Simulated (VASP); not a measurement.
## BN: single point with LDA

Crystal: BN.

```
B N
1.0
     2.61581    0.00000    0.00000
    -1.30790    2.16352    0.00000
     0.00000    0.00000    4.06374
B N
2 2
Direct
  0.66642 0.33285 0.00038
  0.33358 0.66715 0.50038
  0.66903 0.33806 0.62462
  0.33097 0.66194 0.12462
```

This cell differs from its parent crystal: strain +e along x and -e along y +0.0233, strain +e along z and -e/2 along x and y -0.0267.

```json
{
  "Program": "VASP 6.6.1",
  "Task": "single point",
  "Functional": "LDA",
  "Potentials or basis": "VASP PAW LDA potentials, release 64 (B, N)",
  "Cutoff": "520 eV",
  "k mesh": "12 × 12 × 6",
  "Occupations": "gaussian, width 0.05 eV",
  "Spin": "no spin polarisation",
  "Dipole correction": "no",
  "Further INCAR settings": "ALGO = Normal; EDIFF = 1e-07; NBANDS = 16"
}
```

```
Pressure               : 2.6 GPa
Largest force          : 0.010 eV/Å
Band gap on the k mesh : 4.97 eV (least direct gap 7.52 eV)
```

Forces on the atoms (eV/Å):
```
B    0.000  0.007  0.007
B    0.000 -0.007  0.007
N    0.000  0.005 -0.007
N    0.000 -0.005 -0.007
```

Stress tensor (GPa, compression positive):
```
-29.12   0.00   0.00
  0.00   7.04   0.00
  0.00   0.00  29.92
```

Levels at points of the mesh, in eV from the valence-band top:
```tsv
k point	band 4	band 5	band 6	band 7	band 8	band 9	band 10	band 11	band 12	band 13
(0.00, 0.00, 0.00)	-2.86	-2.45	-0.31	-0.28	0.00	7.52	7.72	9.46	9.54	10.64
(0.50, 0.00, 0.00)	-7.73	-7.33	-5.28	-4.78	-1.94	6.60	8.20	10.46	11.75	14.03
(0.00, 0.50, 0.00)	-7.70	-6.95	-6.03	-4.71	-2.60	5.33	7.71	9.82	10.67	14.35
(0.00, 0.00, 0.50)	-5.55	-1.74	-1.74	-1.36	-1.36	8.65	8.65	9.24	9.24	10.22
(0.50, 0.00, 0.50)	-10.43	-3.92	-3.92	-3.55	-3.55	6.76	6.76	10.33	10.33	14.30
(0.00, 0.50, 0.50)	-10.24	-4.61	-4.61	-3.50	-3.50	5.96	5.96	10.27	10.27	14.06
```

Run time: 41 s on 1 thread of Intel(R) Xeon(R) Platinum 8375C CPU @ 2.90GHz (Ice Lake) (shared host), peak memory 0.16 GiB.

Caveat: the cell differs from its parent crystal (strain +e along x and -e along y +0.0233, strain +e along z and -e/2 along x and y -0.0267); the stress differs along the axes, from -29 to 30 GPa. A k mesh can miss the band edges.
